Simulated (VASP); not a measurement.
# Si (a cell with a defect) in VASP: single point with LDA

Aim: the single point of Si (a cell with a defect) with LDA.

Everything below comes from runs of VASP 6.6.1. Logs are shortened: lines on timing, memory, paths and dates and some standing lists are left out, and cuts for length are marked.

## 1. The cell of the first run

The cell holds a defect, 63 atoms: a = 10.860 Å, b = 10.860 Å, c = 10.860 Å, α = 90.00°, β = 90.00°, γ = 90.00°.

## 2. Single point, LDA, collinear spin

The input, INCAR:

```
SYSTEM = Si
PREC = Accurate ; ENCUT = 520
EDIFF = 1E-6 ; ISMEAR = 0
SIGMA = 0.02 ; LREAL = Auto
LASPH = .TRUE. ; NELM = 150
ALGO = Normal ; ISIF = 2
LWAVE = .FALSE. ; LCHARG = .FALSE.
ISPIN = 2 ; MAGMOM = 0 0 0 0 0 0 0 0 0 0 0 0 0 0 0 0 0 0 0 0 0 0 0 0 0 0 0 0.1 0 0 0 0 0 0 0 0 0 0 0 0 0 0 0 0 0 0 0 0 0 0 0 0 0 0 0 0 0 0 0 0 0 0 0
LORBIT = 11 ; GGA = CA
NELECT = 251.0 ; NBANDS = 167
```

The input, KPOINTS:

```
Automatic mesh
0
G
  1 1 1
  0 0 0
```

The input, POSCAR:

```
Si
1.0
   10.8600000000      0.0000000000      0.0000000000
    0.0000000000     10.8600000000      0.0000000000
    0.0000000000      0.0000000000     10.8600000000
Si
63
Direct
    0.4975560773      0.0030755064      0.0024458564
    0.6181778085      0.1316376611      0.1279384899
    0.7470063536      0.2519823204      0.0022564457
    0.8752487109      0.3747851750      0.1254629834
    0.7487533149      0.0014260589      0.2491930018
    0.8750139963      0.1234404236      0.3764967772
   -0.0014886740     -0.0001668508     -0.0016593002
    0.1245228361      0.1253514733      0.1257397790
    0.2475734807      0.2623557090      0.0107807551
    0.2919871087      0.4568691529      0.2049666667
    0.4894072744      0.5024453959      0.0093017495
    0.6243722836      0.6251343462      0.1260131676
    0.7498035912      0.7513501842     -0.0017755064
    0.8779041436      0.8715661142      0.1266255064
    0.2502903315      0.0000885820      0.2496032228
    0.3749348987      0.1238790976      0.3764585635
    0.4897076427      0.2606343462      0.2531765193
    0.6262291897      0.3749641805      0.3765930018
    0.7501429098      0.4997391344      0.2497707182
    0.8782489871      0.6229100368      0.3734996317
    0.5013475138     -0.0009025783      0.5011729282
    0.6237953039      0.1258335175      0.6271543278
    0.7507381215      0.2483923573      0.5011302026
    0.8775850829      0.3738917127      0.6244404236
    0.7496191529      0.0004540516      0.7495578269
    0.8719246777      0.1256900552      0.8767640884
   -0.0011423573      0.5002217311     -0.0009848987
    0.1393450276      0.6102656538      0.1213250460
    0.2495892265      0.7508837937     -0.0009034070
    0.3749306630      0.8745050645      0.1254975138
    0.0002595764      0.2491244936      0.2503813996
    0.1387471455      0.3725294659      0.3619032228
    0.3772195212      0.6104918048      0.3613200737
    0.5006550645      0.7497181400      0.2504488950
    0.6263255064      0.8750189687      0.3763449355
    0.0006245856     -0.0032453039      0.4986954880
    0.1236498158      0.1241727440      0.6239762431
    0.2506392265      0.2495383057      0.4995301105
    0.3752323204      0.3745282689      0.6255767956
    0.5001673112      0.4992403315      0.4995779926
    0.6254063536      0.6262219153      0.6239617864
    0.7529406998      0.7493490792      0.4985988950
    0.8753740331      0.8742523941      0.6256656538
    0.2493811234      0.0020582873      0.7504832413
    0.3723557090      0.1320033149      0.8826820442
    0.4985404236      0.2512862799      0.7533219153
    0.6186400552      0.3772709945      0.8819461326
    0.7484064457      0.5009925414      0.7501327808
    0.8742542357      0.6260813996      0.8743998158
    0.0089017495      0.7411403315      0.2476664825
    0.1271750460      0.8717237569      0.3733480663
    0.0072149171      0.4972360037      0.4924865562
    0.1262275322      0.6236631676      0.6213772560
    0.2527432781      0.7424542357      0.4921630755
    0.3755046041      0.8719453039      0.6244662063
   -0.0002940147      0.2474058932      0.7507020258
    0.1242866483      0.3763254144      0.8750638122
    0.2496694291      0.5002186004      0.7488340700
    0.3733683241      0.6253150092      0.8753720994
    0.5025440147      0.7503576427      0.7508436464
    0.6239690608      0.8782263352      0.8768277164
    0.0011815838      0.7489616022      0.7479767956
    0.1240155617      0.8757251381      0.8743487109
```

Potentials or basis: VASP PAW LDA potentials, release 64 (Si).

The run is started by

```bash
cat potpaw_LDA.64/Si/POTCAR > POTCAR
mpirun -np 1 vasp_gam > vasp.out
```

OUTCAR:

```text
SYSTEM = Si
   PREC = Accurate
   ENCUT = 520
   EDIFF = 1E-6
   ISMEAR = 0
   LREAL = Auto
   LASPH = .TRUE.
   NELM = 150
   ISIF = 2
   ISPIN = 2
   LORBIT = 11
   GGA = CA
   NELECT = 251.0

 ion  position               nearest neighbor table
   1  0.498  0.003  0.002-  45 2.35  30 2.35   2 2.35  61 2.36
   2  0.618  0.132  0.128-   1 2.35   3 2.35   5 2.40  17 2.40
   3  0.747  0.252  0.002-  47 2.35   4 2.35   2 2.35  26 2.36
   4  0.875  0.375  0.125-   3 2.35  19 2.35  27 2.35  31 2.35
   5  0.749  0.001  0.249-   6 2.36  35 2.36  14 2.39   2 2.40
   6  0.875  0.123  0.376-  23 2.34  36 2.35   5 2.36  31 2.36
   7  0.999  1.000  0.998-  63 2.34  26 2.35  14 2.37   8 2.38
   8  0.125  0.125  0.126-  31 2.34  15 2.35   9 2.36   7 2.38
   9  0.248  0.262  0.011-  57 2.34   8 2.36  45 2.40  10 3.02
  10  0.292  0.457  0.205-  28 2.52  32 2.55  33 2.55   9 3.02  11 3.06  17 3.07
  11  0.489  0.502  0.009-  59 2.34  12 2.35  47 2.39  10 3.06
  12  0.624  0.625  0.126-  34 2.34  19 2.35  11 2.35  13 2.38
  13  0.750  0.751  0.998-  49 2.34  61 2.35  14 2.36  12 2.38
  14  0.878  0.872  0.127-  13 2.36   7 2.37   5 2.39  50 2.40
  15  0.250  0.000  0.250-  30 2.35   8 2.35  51 2.35  16 2.35
  16  0.375  0.124  0.376-  38 2.34  15 2.35  17 2.36  21 2.36
[... 45 lines left out ...]
  62  0.001  0.749  0.748-  43 2.34  63 2.36  49 2.36  53 2.36
  63  0.124  0.876  0.874-   7 2.34  29 2.35  44 2.35  62 2.36

  LATTYP: Found a simple cubic cell.
 ALAT       =    10.8600000000

  Lattice vectors:

 A1 = (  10.8600000000,   0.0000000000,   0.0000000000)
 A2 = (   0.0000000000,  10.8600000000,   0.0000000000)
 A3 = (   0.0000000000,   0.0000000000,  10.8600000000)

Analysis of symmetry for initial positions (statically):
=====================================================================
 Subroutine PRICEL returns:
 Original cell was already a primitive cell.

 Routine SETGRP: Setting up the symmetry group for a
 simple cubic supercell.

 Subroutine GETGRP returns: Found  1 space group operations
 (whereof  1 operations were pure point group operations)
 out of a pool of 48 trial point group operations.

The static configuration has the point symmetry C_1 .

Analysis of symmetry for dynamics (positions and initial velocities):
=====================================================================
 Subroutine PRICEL returns:
 Original cell was already a primitive cell.

 Routine SETGRP: Setting up the symmetry group for a
 simple cubic supercell.

 Subroutine GETGRP returns: Found  1 space group operations
 (whereof  1 operations were pure point group operations)
[... 257 lines left out ...]
  ext. energy  EPLUGINS =         0.00000000
  ---------------------------------------------------
  free energy    TOTEN  =      -371.10252067 eV

  energy without entropy =     -371.09974147  energy(sigma->0) =     -371.10113107

 E-fermi :   6.0707     XC(G=0):  -9.5346

 val. band max:        6.0469825047   @ k =   0.0000   0.0000   0.0000
 cond. band min:       6.0943635293   @ k =   0.0000   0.0000   0.0000
 fundamental gap:      0.0473810246
 Fermi energy:         6.0706662720

 spin component 1

 k-point     1 :       0.0000    0.0000    0.0000
  band No.  band energies     occupation
      1      -6.2315      1.00000
      2      -5.1941      1.00000
      3      -5.1880      1.00000
      4      -5.1611      1.00000
      5      -5.1607      1.00000
      6      -5.1304      1.00000
[... 129 lines left out ...]
    136       6.7297      0.00000
    137       6.7650      0.00000
 Fermi energy:         6.0706662720

 spin component 2

 k-point     1 :       0.0000    0.0000    0.0000
  band No.  band energies     occupation
      1      -6.2200      1.00000
      2      -5.1844      1.00000
      3      -5.1717      1.00000
      4      -5.1506      1.00000
      5      -5.1491      1.00000
      6      -5.1231      1.00000
[... 129 lines left out ...]
    136       6.7423      0.00000
    137       6.7775      0.00000
 [bands above 137 left out]

------------------------ aborting loop because EDIFF is reached ----------------------------------------

  FORCE on cell =-STRESS in cart. coord.  units (eV):
  Direction    XX          YY          ZZ          XY          YZ          ZX
  --------------------------------------------------------------------------------------
  -------------------------------------------------------------------------------------
  Total      -26.6139764    -27.1782681    -26.0690627      1.6727254     -4.9271160      5.3258573
  in kB      -33.2913091    -33.9971793    -32.6096789      2.0924050     -6.1633083      6.6620922
  external PRESSURE =     -33.2993891 kB  Pullay stress =       0.0000000 kB

 VOLUME and BASIS-vectors are now :
 -----------------------------------------------------------------------------
  energy-cutoff  :      520.00
  volume of cell :     1280.82
      direct lattice vectors                 reciprocal lattice vectors
    10.860000000  0.000000000  0.000000000     0.092081031  0.000000000  0.000000000
     0.000000000 10.860000000  0.000000000     0.000000000  0.092081031  0.000000000
     0.000000000  0.000000000 10.860000000     0.000000000  0.000000000  0.092081031

 POSITION                                       TOTAL-FORCE (eV/Angst)
 -----------------------------------------------------------------------------------
      5.40346      0.03340      0.02656         0.001661     -0.008714      0.005186
      6.71341      1.42958      1.38941         0.025054     -0.024594     -0.017727
      8.11249      2.73653      0.02451         0.008515     -0.005267      0.004766
      9.50520      4.07017      1.36253         0.002411     -0.001192     -0.003846
      8.13146      0.01549      2.70624         0.014593     -0.016097      0.009725
      9.50265      1.34056      4.08876         0.001531     -0.000237     -0.012147
[... 55 lines left out ...]
      0.01283      8.13372      8.12303         0.003153     -0.004131      0.004965
      1.34681      9.51037      9.49543         0.007320     -0.000728     -0.006419
 -----------------------------------------------------------------------------------
    total drift:                               -0.001237      0.007693      0.000514

  FREE ENERGIE OF THE ION-ELECTRON SYSTEM (eV)
  ---------------------------------------------------
  free  energy   TOTEN  =      -371.1025206666 eV

  energy  without entropy=     -371.0997414726  energy(sigma->0) =     -371.10113107

 total charge

# of ion       s       p       d       tot
------------------------------------------
    1        0.745   0.960   0.000   1.706
    2        0.749   0.932   0.000   1.681
    3        0.746   0.960   0.000   1.706
    4        0.744   0.963   0.000   1.707
    5        0.752   0.931   0.000   1.683
    6        0.747   0.956   0.000   1.703
[... 55 lines left out ...]
   62        0.747   0.954   0.000   1.701
   63        0.746   0.958   0.000   1.704
--------------------------------------------------
tot         47.310  59.237   0.000 106.547

 magnetization (x)

# of ion       s       p       d       tot
------------------------------------------
    1        0.000   0.002   0.000   0.002
    2       -0.000   0.003   0.000   0.003
    3        0.000   0.001   0.000   0.002
    4       -0.000  -0.001   0.000  -0.001
    5        0.001   0.006   0.000   0.007
    6        0.000   0.003   0.000   0.003
[... 55 lines left out ...]
   62        0.001   0.002   0.000   0.003
   63        0.000   0.005   0.000   0.005
--------------------------------------------------
tot          0.062   0.310   0.000   0.372
```

It took 19 min on 1 thread of Intel Xeon 8259CL, shared host; peak memory 0.88 GiB.

Results:

* Free energy: -371.1025 eV
* Largest force: 0.449 eV/Å
* Net moment: 1.00 μB per cell
* Site moments: Si +0.00, -0.00, +0.01, +0.03, +0.02, +0.09 (each value once) μB
* Valence electrons inside the program's atomic spheres: Si 1.71, 1.68, 1.70, 1.64, 1.53, 1.65, 1.66 (each value once)

Forces in eV/Å, atoms in the order of the input:
```
Si   0.002 -0.009  0.005
Si   0.025 -0.025 -0.018
Si   0.009 -0.005  0.005
Si   0.002 -0.001 -0.004
Si   0.015 -0.016  0.010
Si   0.002  0.000 -0.012
Si   0.006 -0.003  0.005
Si   0.004  0.000 -0.001
Si   0.009 -0.045 -0.042
Si  -0.262  0.247  0.267
Si   0.058 -0.003 -0.056
Si   0.002 -0.004  0.003
Si   0.002 -0.007  0.003
Si   0.001 -0.001 -0.005
Si   0.006 -0.004 -0.004
Si  -0.003 -0.004 -0.004
Si   0.056 -0.053  0.005
Si   0.007  0.005 -0.002
Si   0.008 -0.010 -0.002
Si  -0.006  0.004 -0.001
Si   0.003 -0.006  0.001
Si   0.000 -0.001 -0.008
Si   0.007 -0.006  0.003
Si   0.008  0.002 -0.009
Si   0.002 -0.003  0.002
Si   0.005  0.003 -0.007
Si   0.002  0.000  0.007
Si  -0.031  0.032 -0.005
Si  -0.002 -0.003  0.007
Si   0.003 -0.001 -0.003
Si  -0.003 -0.005  0.008
Si  -0.001  0.003 -0.007
Si  -0.004  0.003 -0.008
Si   0.003  0.001  0.007
Si   0.001 -0.001 -0.013
Si   0.004 -0.003  0.003
Si   0.008  0.002 -0.009
Si   0.000 -0.005  0.002
Si   0.000  0.001 -0.012
Si   0.001 -0.003  0.000
Si  -0.003 -0.008 -0.012
Si   0.000 -0.005  0.003
Si   0.002 -0.001 -0.005
Si   0.002 -0.012 -0.004
Si   0.011 -0.018 -0.023
Si   0.000 -0.002 -0.008
Si   0.026 -0.014 -0.028
Si   0.014 -0.002 -0.008
Si   0.002 -0.005 -0.007
Si  -0.006  0.006  0.007
Si  -0.003  0.008  0.000
Si  -0.002 -0.001  0.003
Si  -0.001  0.002 -0.003
Si   0.002  0.001  0.002
Si  -0.002 -0.007 -0.008
Si   0.009 -0.005  0.004
Si  -0.001  0.010 -0.009
Si   0.001 -0.003 -0.005
Si  -0.010 -0.001 -0.010
Si   0.003 -0.010  0.005
Si  -0.002 -0.003 -0.006
Si   0.003 -0.004  0.005
Si   0.007 -0.001 -0.006
```

Caveat: the k points lie up to 0.58 Å⁻¹ apart; the cell carries a net charge on a neutralising background, which shifts energy and pressure; the cell is charged against a uniform background, so pressure and absolute levels hang on convention.
